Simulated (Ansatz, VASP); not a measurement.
**One calculation of TiSi2, two programs**

```
Ti Si
1.0
     4.37477    0.00000    0.00000
    -2.18739    3.78866    0.00000
     0.00000    0.00000    2.56110
Ti Si
1 2
Cartesian
  0.0000 0.0000 0.0000
  0.0000 2.5258 1.2805
  2.1874 1.2629 1.2805
```

Change from the starting cell: species swapped into the ErGa2 type (P6/mmm, No. 191).

Alike in both runs: functional PBE; k mesh 12 × 12 × 18; occupations gaussian, width 0.1 eV; no spin polarisation.

Ansatz relaxed the structure, and its values are those at the end. VASP's run is a single point on that final structure, the one shown.

|  | VASP | Ansatz |
| --- | --- | --- |
| version | VASP 6.6.1 | Ansatz 0.2.0 |
| potentials or method | VASP PAW PBE potentials, release 64 (Ti_sv, Si), cutoff 520 eV | scalar-relativistic, plane waves, PAW |
| valence electrons in the cell | 20 | 20 |

```csv
,VASP,Ansatz,Ansatz less VASP
gap on the k mesh at the Fermi level (eV),none,none,-
pressure (GPa),-0.1,0.0,+0.09
```

A gap of «none» marks a metal or a gap that the smearing closes.
